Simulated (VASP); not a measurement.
The system is Y4Sn3N4.

```
Y Sn N
1.0
     4.70156    0.00000    0.00000
     0.00000    4.70156    0.00000
     0.00000    0.00000    4.70156
Y Sn N
4 3 4
Direct
  0.29170 0.29170 0.29170
  0.29170 0.70830 0.70830
  0.70830 0.29170 0.70830
  0.70830 0.70830 0.29170
  0.00000 0.00000 0.50000
  0.50000 0.00000 0.00000
  0.00000 0.50000 0.00000
  0.24569 0.24569 0.75431
  0.75431 0.75431 0.75431
  0.24569 0.75431 0.24569
  0.75431 0.24569 0.24569
```

The cell was built from a structure type or drawn by symmetry, and may not be a known phase.

| Quantity | Value |
| --- | --- |
| Program | VASP 6.6.1 |
| Task | relaxation of cell and atoms |
| Functional | PBE |
| Potentials or basis | VASP PAW PBE potentials, release 64 (Y_sv, Sn_d, N) |
| Cutoff | 600 eV |
| k mesh | 4 × 4 × 4 |
| Occupations | gaussian, width 0.1 eV |
| Spin | no spin polarisation |

At the start: pressure 270.2 GPa; volume 9.45 Å³/atom.

Question: How do energy, volume and symmetry change on relaxing?

Answer: Over 30 steps the energy falls by 5406.4 meV/atom and the volume is 22.98 Å³/atom (+143.3 %); space group P-43m (No. 215, to 0.1 Å) before and after.

The path:
| step | energy change (eV) | largest force (eV/Å) | pressure (GPa) | volume (Å³) |
| --- | --- | --- | --- | --- |
| 1 | 0.0000 | 13.1876 | 270.17 | 103.93 |
| 2 | -12.0195 | 2.5568 | -21.59 | 574.91 |
| 3 | -51.2414 | 5.4049 | -6.34 | 245.89 |
| 4 | -52.1037 | 5.3946 | -2.96 | 232.06 |
| 5 | -52.7651 | 5.2714 | 5.51 | 208.63 |
| 6 | -52.7530 | 5.2984 | 4.35 | 211.24 |
| 7 | -54.6829 | 0.9004 | -5.68 | 232.08 |
| 8 | -54.7728 | 0.9945 | -4.30 | 228.06 |
| 9 | -55.0852 | 0.7043 | 0.81 | 214.87 |
| 10 | -55.0861 | 0.6875 | 1.16 | 214.13 |
| 11 | -55.1985 | 0.6635 | 1.07 | 215.17 |
| 12 | -55.5558 | 0.8271 | 1.17 | 218.34 |
| 13 | -56.7528 | 1.7735 | 2.97 | 224.75 |
| 14 | -58.3437 | 3.8960 | 11.22 | 237.96 |
| 15 | -58.4484 | 2.4802 | 6.38 | 231.93 |
| 16 | -58.6413 | 2.9058 | 8.10 | 234.36 |
| 17 | -58.6452 | 3.0040 | 8.45 | 234.79 |
| 18 | -58.6639 | 3.0034 | 8.45 | 235.18 |
| 19 | -58.7106 | 3.0054 | 8.47 | 236.36 |
| 20 | -58.7599 | 3.0234 | 8.53 | 238.73 |
| 21 | -58.8176 | 2.8894 | 8.11 | 239.36 |
| 22 | -58.9746 | 2.5009 | 6.88 | 241.27 |
| 23 | -59.2190 | 1.7696 | 4.55 | 245.12 |
| 24 | -59.4503 | 0.4825 | 0.41 | 252.93 |
| 25 | -59.4585 | 0.2350 | -0.40 | 254.64 |
| 26 | -59.4585 | 0.1891 | -0.56 | 254.96 |
| 27 | -59.4603 | 0.1730 | -0.51 | 254.80 |
| 28 | -59.4649 | 0.1248 | -0.39 | 254.29 |
| 29 | -59.4700 | 0.0492 | -0.14 | 253.28 |
| 30 | -59.4706 | 0.0148 | -0.02 | 252.81 |

Final structure:
```
Y Sn N
1.0
     6.32312    0.00000    0.00000
     0.00000    6.32312    0.00000
     0.00000    0.00000    6.32312
Y Sn N
4 3 4
Cartesian
  2.0285 2.0285 2.0285
  2.0285 4.2946 4.2946
  4.2946 2.0285 4.2946
  4.2946 4.2946 2.0285
  0.0000 0.0000 3.1616
  3.1616 0.0000 0.0000
  0.0000 3.1616 0.0000
  2.0855 2.0855 4.2376
  4.2376 4.2376 4.2376
  2.0855 4.2376 2.0855
  4.2376 2.0855 2.0855
```

Caveat: the volume moved by over 15 % at a fixed basis, so the end points are rough.
